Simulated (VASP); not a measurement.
Write the native input for VASP 6.6.1 that does the following.

```yaml
Task: single point
Functional: PBEsol
Potentials_or_basis: VASP PAW PBE potentials, release 64 (Sc_sv, Al)
Cutoff: 520 eV
k_mesh: 12 × 12 × 12
Occupations: gaussian, width 0.15 eV
Spin: no spin polarisation
Dipole_correction: no
Further_INCAR_settings: ALGO = Fast; EDIFF = 1e-06; NBANDS = 26
```

The structure of Sc3Al lies in POSCAR:

```
Sc3Al
1.0
    4.3747949987      0.0000000000      0.0000000000
    0.0000000000      4.3747949987      0.0000000000
    0.0000000000      0.0000000000      4.4404169237
Sc Al
3 1
Direct
    0.5000000000      0.0000000000      0.5000000000
    0.0000000000      0.5000000000      0.5000000000
    0.5000000000      0.5000000000      0.0000000000
    0.0000000000      0.0000000000      0.0000000000
```

This cell differs from its parent crystal: strain +0.000 along x and y, +0.015 along z.

These files were run (other wordings do the same):

INCAR

```
SYSTEM = Sc3Al
  PREC = Accurate
  ENCUT = 520
  EDIFF = 1E-6
  ISMEAR = 0
  SIGMA = 0.15
  LREAL = .FALSE.
  LASPH = .TRUE.
  NELM = 100
  ALGO = Fast
  ISIF = 2
  LWAVE = .FALSE.
  LCHARG = .FALSE.
  GGA = PS
  NBANDS = 26
```

KPOINTS

```
regular mesh
0
G
  12 12 12
  0 0 0
```

Potentials or basis: VASP PAW PBE potentials, release 64 (Sc_sv, Al).

Launch:

```sh
$ cat potpaw_PBE.64/Sc_sv/POTCAR potpaw_PBE.64/Al/POTCAR > POTCAR
$ mpirun -np 1 vasp_std > vasp.out
```

It gave:

```json
{"Pressure": "-0.9 GPa", "Band gap on the k mesh": "zero (bands 18 and 19 overlap by 1.34 eV)"}
```

Caveat: the cell differs from its parent crystal (strain +0.000 along x and y, +0.015 along z); the PAW data sets were made with another functional, which shifts forces and pressure a little.

It took 3.7 min on 1 thread of Intel(R) Xeon(R) 6975P-C (Granite Rapids), with other jobs on the host, peak memory 0.47 GiB.
